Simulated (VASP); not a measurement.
# Mo (P6/mmm) in VASP: notebook, part 2 of 2

VASP 6.6.1.

## 3. Single point, LDA (strain +0.000 along x and y, +0.015 along z)

Input file INCAR:

```
PREC = Accurate
ENCUT = 520
EDIFF = 1E-6
ISMEAR = 0
SIGMA = 0.15
LREAL = False
LASPH = True
NELM = 60
ALGO = Normal
ISIF = 2
LWAVE = False
LCHARG = True
GGA = CA
LELF = True
LVHAR = True
NBANDS = 13
```

Input file KPOINTS:

```
Automatic mesh
0
Gamma
  18 18 18
```

Input file POSCAR:

```
Mo
1.0
    2.7355103972      0.0000000000      0.0000000000
   -1.3677551986      2.3690214963      0.0000000000
    0.0000000000      0.0000000000      2.5935084105
Mo
1
Direct
    0.0000000000      0.0000000000      0.5000000000
```

Potentials or basis: VASP PAW LDA potentials, release 64 (Mo_sv).

The run is started by

```bash
> cat potpaw_LDA.64/Mo_sv/POTCAR > POTCAR
> mpirun -np 1 vasp_std > vasp.out
```

Run time: 20 s. Hardware: 1 thread of Intel Xeon 6975P-C (Granite Rapids), shared host; peak memory 0.17 GiB.

It converged, with:

- Free energy: -11.2052 eV
- Pressure: -10.0 GPa
- Band gap on the k mesh: zero (band 7 reaches 12.05 eV, above the bottom of band 8 at 10.33 eV)

Stress tensor (GPa, compression positive):
```
 -6.20   0.00   0.00
  0.00  -6.20   0.00
  0.00   0.00 -17.47
```

Levels at points of the mesh, in eV from the Fermi level:
| k point | band 3 | band 4 | band 5 | band 6 | band 7 | band 8 | band 9 | band 10 | band 11 | band 12 |
| --- | --- | --- | --- | --- | --- | --- | --- | --- | --- | --- |
| (0.00, 0.00, 0.00) | -34.16 | -34.16 | -6.74 | -4.22 | -0.88 | -0.88 | 3.95 | 3.95 | 13.11 | 15.20 |
| (0.50, 0.00, 0.00) | -34.48 | -34.04 | -4.88 | -3.00 | 0.73 | 1.13 | 3.26 | 4.43 | 10.10 | 13.45 |
| (0.00, 0.00, 0.50) | -34.02 | -34.02 | -3.81 | -0.14 | -0.14 | -0.05 | 0.90 | 0.90 | 9.52 | 16.00 |
| (0.50, 0.00, 0.50) | -35.32 | -34.33 | -5.22 | -3.47 | -0.36 | 4.74 | 5.84 | 6.30 | 7.11 | 15.97 |

Caveat: the cell differs from its parent crystal (strain +0.000 along x and y, +0.015 along z).

## 4. Single point, LDA (strain +0.015 along x and y, -0.015 along z)

Input file INCAR:

```
SYSTEM = Mo
PREC = Accurate ; ENCUT = 520
EDIFF = 1E-6 ; ISMEAR = 0
SIGMA = 0.15 ; LREAL = .False.
LASPH = .True. ; NELM = 100
ALGO = Normal ; ISIF = 2
LWAVE = .False. ; LCHARG = .True.
LELF = .True. ; LVHAR = .True.
NBANDS = 13
```

Input file KPOINTS:

```
regular mesh
0
Gamma
  18 18 18
  0 0 0
```

Input file POSCAR:

```
Mo
1.0
    2.7765430532      0.0000000000      0.0000000000
   -1.3882715266      2.4045568187      0.0000000000
    0.0000000000      0.0000000000      2.5168529895
Mo
1
Direct
    0.0000000000      0.0000000000      0.5000000000
```

The run is started by

```bash
> cat potpaw_LDA.64/Mo_sv/POTCAR > POTCAR
> mpirun -np 1 vasp_std > vasp.out
```

Run time: 18 s. Hardware: 1 thread of Intel Xeon 6975P-C (Granite Rapids), shared host; peak memory 0.18 GiB.

The run converged. Its results:

```yaml
Free_energy: -11.2217 eV
Pressure: -10.1 GPa
Band_gap_on_the_k_mesh: zero (band 7 reaches 12.12 eV, above the bottom of band 8 at 10.25 eV)
```

Stress tensor (GPa, compression positive):
```
-10.28   0.00   0.00
  0.00 -10.28   0.00
  0.00   0.00  -9.65
```

Levels at points of the mesh, in eV from the Fermi level:
```
           k point  band 4  band 5  band 6  band 7  band 8  band 9  band 10  band 11
(0.00, 0.00, 0.00)  -33.90   -6.64   -4.21   -0.86   -0.86    4.21     4.21    12.88
(0.50, 0.00, 0.00)  -33.77   -4.73   -3.19    1.01    1.42    3.61     4.19     9.73
(0.00, 0.00, 0.50)  -33.97   -3.42    0.06    0.06    0.39    0.52     0.52    10.66
(0.50, 0.00, 0.50)  -34.23   -5.20   -3.05   -0.66    4.61    6.20     6.60     7.20
```

Caveat: the cell differs from its parent crystal (strain +0.015 along x and y, -0.015 along z).

## 5. Single point, LDA (strain +0.000 along x and y, +0.030 along z)

Input file INCAR:

```
SYSTEM = Mo
  PREC = Accurate
  ENCUT = 520
  EDIFF = 1E-7
  ISMEAR = 0
  SIGMA = 0.15
  LREAL = .False.
  LASPH = .True.
  NELM = 60
  ALGO = Fast
  ISIF = 2
  LWAVE = .False.
  LCHARG = .False.
  NBANDS = 13
```

KPOINTS is that of step 4.

Input file POSCAR:

```
Mo
1.0
    2.7355103972      0.0000000000      0.0000000000
   -1.3677551986      2.3690214963      0.0000000000
    0.0000000000      0.0000000000      2.6318361210
Mo
1
Direct
    0.0000000000      0.0000000000      0.5000000000
```

Potentials or basis: VASP PAW LDA potentials, release 64 (Mo_sv).

The run is started by

```bash
> cat potpaw_LDA.64/Mo_sv/POTCAR > POTCAR
> mpirun -np 1 vasp_std > vasp.out
```

OUTCAR:

```text
SYSTEM = Mo
   PREC = Accurate
   ENCUT = 520
   EDIFF = 1E-7
   ISMEAR = 0
   LREAL = .False.
   LASPH = .True.
   NELM = 60
   ISIF = 2

 ion  position               nearest neighbor table
   1  0.000  0.000  0.500-

  LATTYP: Found a hexagonal cell.
 ALAT       =     2.7355103972
 C/A-ratio  =     0.9621005731

  Lattice vectors:

 A1 = (   2.7355103972,   0.0000000000,   0.0000000000)
 A2 = (  -1.3677551986,   2.3690214963,   0.0000000000)
 A3 = (   0.0000000000,   0.0000000000,   2.6318361210)

[... 553 lines left out ...]
      4     -23.1159      2.00000
      5       6.6965      2.00000
      6       8.1148      2.00000
      7      11.1870      0.18944
      8      11.7169      0.00000
      9      13.8489      0.00000
     10      15.9328      0.00000
     11      21.0150      0.00000
     12      23.5805      0.00000
     13      27.9520      0.00000

 [... further k-points ...]
[... 5 lines left out ...]
  --------------------------------------------------------------------------------------
  -------------------------------------------------------------------------------------
  Total       -0.7917424     -0.7917424     -2.3922273      0.0000000      0.0000000      0.0000000
  in kB      -74.3752218    -74.3752218   -224.7226340      0.0000000      0.0000000      0.0000000
  external PRESSURE =    -124.4910259 kB  Pullay stress =       0.0000000 kB

 VOLUME and BASIS-vectors are now :
 -----------------------------------------------------------------------------
  energy-cutoff  :      520.00
  volume of cell :       17.06
      direct lattice vectors                 reciprocal lattice vectors
     2.735510397  0.000000000  0.000000000     0.365562493  0.211057604  0.000000000
    -1.367755199  2.369021496  0.000000000     0.000000000  0.422115207  0.000000000
     0.000000000  0.000000000  2.631836121     0.000000000  0.000000000  0.379962868

 POSITION                                       TOTAL-FORCE (eV/Angst)
 -----------------------------------------------------------------------------------
      0.00000      0.00000      1.31592         0.000000      0.000000      0.000000
 -----------------------------------------------------------------------------------
    total drift:                               -0.000000      0.000000     -0.000000

  FREE ENERGIE OF THE ION-ELECTRON SYSTEM (eV)
  ---------------------------------------------------
  free  energy   TOTEN  =       -11.1742438798 eV

  energy  without entropy=      -11.1654197134  energy(sigma->0) =      -11.16983180
```

stdout:

```text
POSCAR found type information on POSCAR Mo
 POSCAR found :  1 types and       1 ions
 scaLAPACK will be used
 LDA part: xc-table for (Slater(with rela. corr.)+CA(PZ))
 , standard interpolation
 POSCAR, INCAR and KPOINTS ok, starting setup
 FFT: planning ... GRIDC
 FFT: planning ... GRID_SOFT
 FFT: planning ... GRID
 WAVECAR not read
 entering main loop
WARNING in EDDRMM: call to ZHEGV failed, returncode =   8  4     12
```

It took 25 s on 1 thread of Intel Xeon 6975P-C (Granite Rapids), shared host; peak memory 0.17 GiB.

What came out:

| Quantity | Value |
| --- | --- |
| Free energy | -11.1742 eV |
| Pressure | -12.4 GPa |
| Band gap on the k mesh | zero (band 7 reaches 11.77 eV, above the bottom of band 8 at 10.16 eV) |

Stress tensor (GPa, compression positive):
```
 -7.44   0.00   0.00
  0.00  -7.44   0.00
  0.00   0.00 -22.47
```

Caveat: the cell differs from its parent crystal (strain +0.000 along x and y, +0.030 along z).

## 6. The runs side by side

```tsv
cell	gap on the mesh (eV)	pressure (GPa)
a = 2.777, b = 2.777, c = 2.479 Å, angles 90.0, 90.0, 120.0°, 1 atom	none	-6.8
a = 2.736, b = 2.736, c = 2.594 Å, angles 90.0, 90.0, 120.0°, 1 atom	none	-10.0
a = 2.777, b = 2.777, c = 2.517 Å, angles 90.0, 90.0, 120.0°, 1 atom	none	-10.1
a = 2.736, b = 2.736, c = 2.632 Å, angles 90.0, 90.0, 120.0°, 1 atom	none	-12.4
```

Alike in all rows: task single point; level LDA; potentials or basis VASP PAW LDA potentials, release 64 (Mo_sv); no spin polarisation; k mesh 18 × 18 × 18; cutoff (eV) 520; smearing gaussian 0.15 eV.

Absolute energies hang on the potentials; compare differences alone.
